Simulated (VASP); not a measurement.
Ti, 2 atoms in the cell. It takes space group P6_3/mmc (No. 194, hexagonal). Conventional cell: a = 2.938 Å, b = 2.938 Å, c = 4.465 Å, α = 90.00°, β = 90.00°, γ = 120.00°. Ti (site symmetry -6m2) has 12 Ti at 2.80 to 2.94 Å within 3.7 Å.  This cell differs from its parent crystal: strain +0.000 along x and y, -0.040 along z.

| Item | Value |
| --- | --- |
| Program | VASP 6.6.1 |
| Task | single point |
| Functional | PBE |
| Potentials or basis | VASP PAW PBE potentials, release 64 (Ti_sv) |
| Cutoff | 520 eV |
| k mesh | 24 × 24 × 14 |
| Occupations | gaussian, width 0.15 eV |
| Spin | no spin polarisation |
| Dipole correction | no |
| Further INCAR settings | ALGO = Fast; EDIFF = 1e-06; NBANDS = 19 |

Potentials or basis: VASP PAW PBE potentials, release 64 (Ti_sv).

Run with:

```sh
$ cat potpaw_PBE.64/Ti_sv/POTCAR > POTCAR
$ mpirun -np 1 vasp_std > vasp.out
```

Hardware: 1 thread of AMD EPYC 9R45 96-Core Processor (Zen 5), on a shared host.

Q: How long does it take, and how much memory?

A: Wall time 8.2 min on 1 thread of AMD EPYC 9R45 96-Core Processor (Zen 5), on a shared host, peak memory 0.33 GiB. Counts: scf iterations 36, k points 488.
